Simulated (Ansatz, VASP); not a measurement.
# Two plane-wave programs on BN

```xyz
2
Lattice="0.0000 1.8130 1.8130 1.8130 0.0000 1.8130 1.8130 1.8130 0.0000" Properties=species:S:1:pos:R:3 pbc="T T T"
B     0.0000    0.0000    0.0000
N     2.7195    3.0320    2.7195
```

Change from the starting cell: all N atoms moved +0.312 Å, as atom 2 along Cartesian [0 1 0].

Alike in both runs: task single point; functional r2SCAN; k mesh 12 × 12 × 12; occupations gaussian, width 0.05 eV; no spin polarisation.

```csv
,VASP,Ansatz
version,VASP 6.6.1,Ansatz 0.2.0
potentials or method,"VASP PAW PBE potentials, release 64 (B, N), cutoff 520 eV","scalar-relativistic, plane waves, PAW"
valence electrons in the cell,8,8
```

```tsv
	VASP	Ansatz	Ansatz less VASP
gap on the k mesh at the Fermi level (eV)	2.52	2.52	-0.005
least direct gap on the mesh (eV)	7.05	7.05	+0.006
pressure (GPa)	21.6	21.0	-0.68
traceless stress, the component that is largest in VASP (GPa)	-6.70	-6.42	+0.278
rms of the force components (eV/Å)	3.398	3.410	+0.0121
```

VASP's potentials were made for PBE, not for r2SCAN. Atom by atom the forces differ by 0.012 eV/Å (rms over components).
